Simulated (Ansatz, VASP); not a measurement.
## Li3H2 in VASP and in Ansatz

```
Li H
1.0
    -1.82311    1.82311    4.73383
     1.82311   -1.82311    4.73383
     1.82311    1.82311   -4.73383
Li H
3 2
Direct
  0.25000 0.75000 0.50000
  0.75000 0.25000 0.50000
  0.50000 0.50000 0.00000
  0.30620 0.30620 0.00000
  0.69380 0.69380 0.00000
```

Alike in both runs: task relaxation of cell and atoms; functional PBE; k mesh 12 × 12 × 12; occupations gaussian, width 0.1 eV; no spin polarisation.

|  | VASP | Ansatz |
| --- | --- | --- |
| version | VASP 6.6.1 | Ansatz 0.2.0 |
| potentials or method | VASP PAW PBE potentials, release 64 (Li_sv, H), cutoff 600 eV | scalar-relativistic, plane waves, PAW |
| valence electrons in the cell | 11 | 11 |

Ansatz gave:

| Property | Result |
| --- | --- |
| gap on the k mesh at the Fermi level, each at its own relaxed structure (eV) | none |
| relaxed volume (Å³/atom) | 12.65 |
| relaxed cell length with the largest relative difference (Å) | 5.407 |

Problem. What did VASP give for the same quantities?

Solution. gap on the k mesh at the Fermi level, each at its own relaxed structure (eV): none; relaxed volume (Å³/atom): 12.57; relaxed cell length with the largest relative difference (Å): 5.399.

A gap of «none» marks a metal or a gap that the smearing closes.

Noted on VASP's run: the cutoff is short for stress, so the pressure is rough.
